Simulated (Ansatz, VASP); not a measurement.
**Ti in VASP and in Ansatz**

```xyz
2
Lattice="3.0036 0.0000 0.0000 -1.5018 2.6012 0.0000 0.0000 0.0000 4.0818" Properties=species:S:1:pos:R:3 pbc="T T T"
Ti    0.0000    1.7341    1.0205
Ti    1.5018    0.8671    3.0614
```

Alike in both runs: task single point; functional r2SCAN; k mesh 18 × 18 × 10; no spin polarisation.

|  | VASP | Ansatz |
| --- | --- | --- |
| version | VASP 6.6.1 | Ansatz 0.2.0 |
| potentials or method | VASP PAW PBE potentials, release 64 (Ti_sv), cutoff 520 eV | scalar-relativistic, plane waves, PAW |
| occupations | methfessel-paxton of order 1, width 0.05 eV | cold, width 0.05 eV |
| valence electrons in the cell | 24 | 24 |

|  | VASP | Ansatz | Ansatz less VASP |
| --- | --- | --- | --- |
| gap on the k mesh at the Fermi level (eV) | none | none | - |
| pressure (GPa) | 11.8 | 11.3 | -0.51 |
| traceless stress, the component that is largest in VASP (GPa) | 11.27 | 11.15 | -0.122 |

VASP's potentials were made for PBE, not for r2SCAN. A gap of «none» marks a metal or a gap that the smearing closes.
